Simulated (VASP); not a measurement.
A run of VASP 6.6.1:

INCAR

```
SYSTEM = Sr
  PREC = Accurate
  ENCUT = 520
  EDIFF = 1E-7
  ISMEAR = 0
  SIGMA = 0.15
  LREAL = .False.
  LASPH = .True.
  NELM = 100
  ALGO = Normal
  ISIF = 2
  LWAVE = .False.
  LCHARG = .False.
  GGA = PE
  NBANDS = 11
```

Contents of KPOINTS:

```
Automatic mesh
0
Gamma
  14 14 14
  0 0 0
```

POSCAR

```
Sr
1.0
    0.0000000000      2.9206560000      2.7989620000
    2.9206560000      0.0000000000      2.7989620000
    2.9206560000      2.9206560000      0.0000000000
Sr
1
Direct
    0.0000000000      0.0000000000      0.0000000000
```

Potentials or basis: VASP PAW PBE potentials, release 64 (Sr_sv).

The run is started by

```console
$ cat potpaw_PBE.64/Sr_sv/POTCAR > POTCAR
$ mpirun -np 1 vasp_std > vasp.out
```

Hardware: 1 thread of Intel(R) Xeon(R) 6975P-C (Granite Rapids), on a shared host.

Task: How long does it take, and how much memory?

Result: Wall time 61 s on 1 thread of Intel(R) Xeon(R) 6975P-C (Granite Rapids), with other jobs on the host, peak memory 0.26 GiB. Counts: scf iterations 13, k points 244.
